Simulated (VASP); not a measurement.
CaS:

```
CELL_PARAMETERS angstrom
0.00000 2.84794 2.84794
2.84794 0.00000 2.84794
2.84794 2.84794 0.00000
ATOMIC_POSITIONS crystal
Ca 0.00000 0.00000 0.00000
S 0.50000 0.50000 0.50000
```

Base run:

```yaml
Program: VASP 6.6.1
Functional: PBE
Potentials_or_basis: VASP PAW PBE potentials, release 64 (Ca_sv, S)
Cutoff: 500 eV
k_mesh: 6 × 6 × 6
Occupations: gaussian, width 0.01 eV
Spin: no spin polarisation
```

Its results: band gap on the k mesh 2.36 eV (least direct gap 3.16 eV); pressure 0.6 GPa.

The run is repeated on the same cell with these changes: functional from PBE to r2SCAN; cutoff from 500 eV to 550 eV. What comes out?

Band gap on the k mesh 2.80 eV (least direct gap 3.63 eV); pressure 0.3 GPa.

Caveats: the PAW data sets were made with another functional, which shifts forces and pressure a little (at least some runs).

A k mesh can miss the band edges.
